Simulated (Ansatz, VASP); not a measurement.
# CaF2 in VASP and in Ansatz

INCAR

```
  PREC = Accurate
  ENCUT = 600
  EDIFF = 1E-6
  ISMEAR = 1
  SIGMA = 0.02
  LREAL = False
  LASPH = True
  NELM = 120
  ALGO = Normal
  ISIF = 2
  LWAVE = False
  LCHARG = True
  GGA = CA
  LELF = True
  LVHAR = True
  NBANDS = 19
  GGA_COMPAT = False
```

File KPOINTS:

```
Automatic mesh
0
Gamma
  5 5 5
```

POSCAR

```
CaF2
1.0
    0.0000000000      2.7310000000      2.7310000000
    2.7310000000      0.0000000000      2.7310000000
    2.7310000000      2.7310000000      0.0000000000
Ca F
1 2
Direct
    0.0000000000      0.0000000000      0.0000000000
    0.2500000000      0.2500000000      0.2500000000
    0.7500000000      0.7500000000      0.7500000000
```

Input for Ansatz:

```yaml
crystal:
  lattice:
    - [0.0, 2.731, 2.731]
    - [2.731, 0.0, 2.731]
    - [2.731, 2.731, 0.0]
  atoms:
    - { symbol: Ca, position: [0.0, 0.0, 0.0] }
    - { symbol: F, position: [0.25, 0.25, 0.25] }
    - { symbol: F, position: [0.75, 0.75, 0.75] }
kpoints:
  mp_grid:
    grid: [5, 5, 5]
hamiltonian:
  xc: lda
  pseudopotentials:
    kind: all_electron
    lapw: {}
scf:
  occupations:
    method: cold
    width: 0.02
output:
  eigenvalues: true
```

Alike in both runs: task single point; functional LDA; k mesh 5 × 5 × 5; no spin polarisation.

```csv
,VASP,Ansatz
version,VASP 6.6.1,Ansatz 0.2.0
potentials or method,"VASP PAW LDA potentials, release 64 (Ca_sv, F), cutoff 600 eV",all-electron (LAPW or listed datasets)
occupations,"methfessel-paxton of order 1, width 0.02 eV","cold, width 0.02 eV"
```

```csv
,VASP,Ansatz,Ansatz less VASP
gap on the k mesh at the Fermi level (eV),6.97,6.98,+0.006
```

LDA's correlation is that of Perdew and Zunger in VASP and of Perdew and Wang (1992) in Ansatz. Ansatz ran all-electron here, and VASP with PAW potentials.
